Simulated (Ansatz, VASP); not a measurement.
# Two plane-wave programs on Pd

INCAR

```
PREC = Accurate ; ENCUT = 520
EDIFF = 1E-6 ; ISMEAR = 0
SIGMA = 0.15 ; LREAL = F
LASPH = T ; NELM = 100
ALGO = Fast ; ISIF = 2
LWAVE = F ; LCHARG = T
GGA = PS ; LELF = T
LVHAR = T ; NBANDS = 11
```

Contents of KPOINTS:

```
Automatic mesh
0
Gamma
  20 20 20
```

The input POSCAR:

```
Pd
1.0
    0.0121556250      1.9449000000      1.9449000000
    1.9449000000      0.0121556250      1.9449000000
    1.9570556250      1.9570556250      0.0000000000
Pd
1
Direct
    0.0000000000      0.0000000000      0.0000000000
```

Input for Ansatz:

```yaml
crystal:
  lattice:
    - [0.012155625, 1.9449, 1.9449]
    - [1.9449, 0.012155625, 1.9449]
    - [1.957055625, 1.957055625, 0.0]
  atoms:
    - { symbol: Pd, position: [0.0, 0.0, 0.0] }
basis:
  ecutwfc: 420
kpoints:
  mp_grid: { grid: [20, 20, 20] }
hamiltonian:
  xc: pbesol
scf:
  occupations: { method: gaussian, width: 0.15 }
output:
  forces: true
  stress: true
  eigenvalues: true
```

Change from the starting cell: strain +0.0125 x Voigt [0, 0, 0, 0, 0, 1], atoms carried along.

Alike in both runs: task single point; functional PBEsol; k mesh 20 × 20 × 20; occupations gaussian, width 0.15 eV; no spin polarisation.

|  | VASP | Ansatz |
| --- | --- | --- |
| version | VASP 6.6.1 | Ansatz 0.2.0 |
| potentials or method | VASP PAW PBE potentials, release 64 (Pd), cutoff 520 eV | scalar-relativistic, plane waves, PAW |
| valence electrons in the cell | 10 | 18 |

|  | VASP | Ansatz | Ansatz less VASP |
| --- | --- | --- | --- |
| gap on the k mesh at the Fermi level (eV) | none | none | - |
| pressure (GPa) | -2.5 | -2.1 | +0.32 |
| traceless stress, the component that is largest in VASP (GPa) | -0.95 | -0.95 | -0.002 |

VASP's potentials were made for PBE, not for PBEsol. A gap of «none» marks a metal or a gap that the smearing closes. With one functional, cell and mesh, what is left measures potentials, basis and numerics. VASP's potentials hold 10 valence electrons a cell and Ansatz's 18, so a difference there can come from the potentials and not from the codes.
